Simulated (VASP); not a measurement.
Here is a VASP 6.6.1 calculation.

INCAR

```
  ALGO = Normal
  EDIFF = 1E-6
  ENCUT = 500
  GGA = PE
  GGA_COMPAT = F
  ISIF = 2
  ISMEAR = 0
  LASPH = T
  LCHARG = F
  LREAL = F
  LWAVE = F
  NBANDS = 31
  NELM = 120
  PREC = Accurate
  SIGMA = 0.1
```

KPOINTS

```
k-points
0
Gamma
  12 12 6
```

POSCAR

```
Si2Mo
1.0
    3.1203419446      0.0000000000      0.0000000000
    0.0000000000      3.2409737209      0.0000000000
    0.0000000000      0.0000000000      7.9320676558
Si Mo
4 2
Direct
    0.0000000000      0.0000000000      0.3350215020
    0.5000000000      0.5000000000      0.1649784980
    0.5000000000      0.5000000000      0.8350215020
    0.0000000000      0.0000000000      0.6649784980
    0.0000000000      0.0000000000      0.0000000000
    0.5000000000      0.5000000000      0.5000000000
```

Potentials or basis: VASP PAW PBE potentials, release 64 (Si, Mo_sv).

Run with:

```console
$ cat potpaw_PBE.64/Si/POTCAR potpaw_PBE.64/Mo_sv/POTCAR > POTCAR
$ mpirun -np 1 vasp_std > vasp.out
```

Task: Estimate the pressure.

Result: 3.3 GPa.

Task: Predict the largest force.

Result: 0.006 eV/Å.

Task: Predict the band gap on the k mesh.

Result: Zero (bands 22 and 23 overlap by 0.81 eV).

Forces on the atoms (eV/Å):
```
Si   0.000  0.000 -0.006
Si   0.000  0.000  0.006
Si   0.000  0.000 -0.006
Si   0.000  0.000  0.006
Mo   0.000  0.000  0.000
Mo   0.000  0.000  0.000
```

Caveat: the stress differs along the axes, from -1 to 11 GPa.
